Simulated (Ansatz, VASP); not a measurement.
## One calculation of GaN, two programs

The input INCAR:

```
SYSTEM = GaN
  ALGO = Normal
  EDIFF = 1E-7
  ENCUT = 520
  GGA = PE
  ISIF = 2
  ISMEAR = -1
  LASPH = .TRUE.
  LCHARG = .FALSE.
  LREAL = .FALSE.
  LWAVE = .FALSE.
  NBANDS = 16
  NELM = 80
  PREC = Accurate
  SIGMA = 0.02
```

The input KPOINTS:

```
k-points
0
G
  10 10 10
  0 0 0
```

POSCAR

```
GaN
1.0
    0.0000000000      2.0058305430      2.1085152350
    2.0058305430      0.0000000000      2.1085152350
    2.0058305430      2.0058305430      0.0000000000
Ga N
1 1
Direct
    0.0000000000      0.0000000000      0.0000000000
    0.5000000000      0.5000000000      0.5000000000
```

Input for Ansatz:

```yaml
crystal:
  lattice:
    - [0.0, 2.005830543, 2.108515235]
    - [2.005830543, 0.0, 2.108515235]
    - [2.005830543, 2.005830543, 0.0]
  atoms:
    - { symbol: Ga, position: [0.0, 0.0, 0.0] }
    - { symbol: "N", position: [0.5, 0.5, 0.5] }
kpoints:
  mp_grid: { grid: [10, 10, 10] }
  band_path:
    path:
      - [0.0, 0.0, 0.0]
      - [0.5, 0.0, 0.5]
      - [0.625, 0.25, 0.625]
      - [0.375, 0.375, 0.75]
      - [0.5, 0.5, 0.5]
      - [0.5, 0.25, 0.75]
      - [0.1875, 0.1875, 0.375]
    npoints: 1
hamiltonian:
  xc: pbe
scf:
  occupations: { method: fermi_dirac, width: 0.02 }
  n_extra_bands: 4
output:
  forces: true
  stress: true
  eigenvalues: true
```

Change from the starting cell: biaxial_xy strain -4.9%.

Alike in both runs: task single point; functional PBE; k mesh 10 × 10 × 10; occupations fermi-dirac, width 0.02 eV; no spin polarisation.

|  | VASP | Ansatz |
| --- | --- | --- |
| version | VASP 6.6.1 | Ansatz 0.2.0 |
| potentials or method | VASP PAW PBE potentials, release 64 (Ga_d, N) | plane waves, PAW |
| plane-wave cutoff (eV) | 520 | 420 |
| valence electrons in the cell | 18 | 18 |

Ansatz gave:

```
gap on the k mesh at the Fermi level (eV)                     : 1.04
pressure (GPa)                                                : 40.3
traceless stress, the component that is largest in VASP (GPa) : -11.97
```

**Question.** Which values does VASP return?

**Answer.** gap on the k mesh at the Fermi level (eV): 1.02; pressure (GPa): 41.3; traceless stress, the component that is largest in VASP (GPa): -11.92.

Both programs put the cell under a high pressure, so it lies far from rest at this level.
